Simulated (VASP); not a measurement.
Write the native input for VASP 6.6.1 that does the following.

* Task: single point
* Functional: PBEsol
* Potentials or basis: VASP PAW PBE potentials, release 64 (W_sv)
* Cutoff: 520 eV
* k mesh: 10 × 10 × 10
* Occupations: fermi-dirac, width 0.15 eV
* Spin: no spin polarisation
* Dipole correction: no
* Further INCAR settings: ALGO = Normal; EDIFF = 1e-06; NBANDS = 13

The structure of W lies in POSCAR:

```
W
1.0
    0.0000000000      2.0025642044      2.0025642044
    2.0025642044      0.0000000000      2.0025642044
    2.0025642044      2.0025642044      0.0000000000
W
1
Direct
    0.0000000000      0.0000000000      0.0000000000
```

These files were run (other wordings do the same):

INCAR

```
  PREC = Accurate
  ENCUT = 520
  EDIFF = 1E-6
  ISMEAR = -1
  SIGMA = 0.15
  LREAL = F
  LASPH = T
  NELM = 100
  ALGO = Normal
  ISIF = 2
  LWAVE = F
  LCHARG = F
  GGA = PS
  NBANDS = 13
```

KPOINTS

```
regular mesh
0
Gamma
  10 10 10
```

Potentials or basis: VASP PAW PBE potentials, release 64 (W_sv).

Run with:

```console
$ cat potpaw_PBE.64/W_sv/POTCAR > POTCAR
$ mpirun -np 1 vasp_std > vasp.out
```

Results of the run:

| Property | Result |
| --- | --- |
| Pressure | -0.1 GPa |
| Band gap on the k mesh | zero (band 7 reaches 13.80 eV, above the bottom of band 8 at 10.03 eV) |

Caveat: the PAW data sets were made with another functional, which shifts forces and pressure a little; spin-orbit coupling is left out, which moves the levels of the heavy elements.

Run time: 11 s on 1 thread of AMD EPYC 7R13, on a shared host, peak memory 0.11 GiB.
